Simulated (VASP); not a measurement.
Here is a VASP 6.6.1 calculation.

Contents of INCAR:

```
SYSTEM = Pb
  PREC = Accurate
  ENCUT = 520
  EDIFF = 1E-6
  ISMEAR = -1
  SIGMA = 0.05
  LREAL = .False.
  LASPH = .True.
  NELM = 100
  ALGO = Normal
  ISIF = 2
  LWAVE = .False.
  LCHARG = .True.
  LELF = .True.
  LVHAR = .True.
  NBANDS = 21
```

The input KPOINTS:

```
Automatic mesh
0
Gamma
  7 7 7
  0 0 0
```

POSCAR

```
Pb
1.0
    0.0000000000      3.0231003499      3.0231003499
    3.0231003499      0.0000000000      3.0231003499
    3.0231003499      3.0231003499      0.0000000000
Pb
2
Direct
    0.2500000000      0.2500000000      0.2500000000
    0.0000000000      0.0000000000      0.0000000000
```

Potentials or basis: VASP PAW LDA potentials, release 64 (Pb_d).

Run with:

```sh
$ cat potpaw_LDA.64/Pb_d/POTCAR > POTCAR
$ mpirun -np 1 vasp_std > vasp.out
```

Question: What does it give for the band gap on the k mesh?

Answer: Zero (bands 14 and 15 overlap by 1.19 eV).

Question: Estimate the pressure.

Answer: 30.3 GPa.

Caveat: the cell stands under pressure; spin-orbit coupling is left out, which moves the levels of the heavy elements.
